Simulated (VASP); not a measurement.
A run of VASP 6.6.1:

The input INCAR:

```
SYSTEM = Co
  ALGO = Normal
  EDIFF = 1E-6
  ENCUT = 690
  GGA = PE
  GGA_COMPAT = .FALSE.
  ISIF = 2
  ISMEAR = -1
  ISPIN = 2
  LASPH = .TRUE.
  LCHARG = .FALSE.
  LDAU = .TRUE.
  LDAUJ = 0
  LDAUL = 2
  LDAUPRINT = 1
  LDAUTYPE = 2
  LDAUU = 5
  LMAXMIX = 4
  LORBIT = 11
  LREAL = .FALSE.
  LWAVE = .FALSE.
  MAGMOM = 2 -2
  NBANDS = 28
  NELM = 200
  PREC = Accurate
  SIGMA = 0.08
```

The input KPOINTS:

```
k-points
0
G
  15 15 8
  0 0 0
```

File POSCAR:

```
Co
1.0
    2.4873648738      0.0000000000      0.0000000000
   -1.2436824369      2.1541211692      0.0000000000
    0.0000000000      0.0000000000      4.0632895034
Co
2
Direct
    0.6666666667      0.3333333333      0.2598610000
    0.3333333333      0.6666666667      0.7401390000
```

Potentials or basis: VASP PAW PBE potentials, release 64 (Co_sv).

Launch:

```bash
$ cat potpaw_PBE.64/Co_sv/POTCAR > POTCAR
$ mpirun -np 1 vasp_std > vasp.out
```

Hardware: 1 thread of Intel(R) Xeon(R) Platinum 8488C (Sapphire Rapids) (shared host).

How long does it take, and how much memory?

Wall time 4.5 min on 1 thread of Intel(R) Xeon(R) Platinum 8488C (Sapphire Rapids) (shared host), peak memory 0.34 GiB. Counts: scf iterations 19, k points 192.
